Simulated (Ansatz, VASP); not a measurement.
LiNbO3: VASP beside Ansatz

```
Li Nb O
1.0
     2.62710    1.51676    4.62530
    -2.62710    1.51676    4.62530
     0.00000   -3.03351    4.62530
Li Nb O
2 2 6
Cartesian
  0.0000 0.0000 4.1279
  0.0000 0.0000 11.0658
  0.0000 0.0000 0.2267
  0.0000 0.0000 7.1646
  -0.6126 -1.4801 5.7186
  1.5881 0.2095 5.7186
  -0.9755 1.2706 5.7186
  -1.6516 -0.2462 8.0313
  0.6126 1.5535 8.0313
  1.0390 -1.3073 8.0313
```

Alike in both runs: functional r2SCAN; k mesh 5 × 5 × 5; no spin polarisation.

Ansatz relaxed the structure, and its values are those at the end. VASP's run is a single point on that final structure, the one shown.

```csv
,VASP,Ansatz
version,VASP 6.6.1,Ansatz 0.2.0
potentials or method,"VASP PAW PBE potentials, release 64 (Li_sv, Nb_sv, O)","scalar-relativistic, plane waves, PAW"
plane-wave cutoff (eV),520,500
occupations,"gaussian, width 0.01 eV",fixed
valence electrons in the cell,68,68
```

```csv
,VASP,Ansatz,Ansatz less VASP
gap on the k mesh at the Fermi level (eV),3.96,3.98,+0.013
least direct gap on the mesh (eV),3.99,4.00,+0.010
rms of the force components (eV/Å),0.015,0.000,-0.0149
```

VASP's potentials were made for PBE, not for r2SCAN. Ansatz's warnings: stress scf threshold loose.

Noted on VASP's run: the cutoff is short for stress, so the pressure is rough.
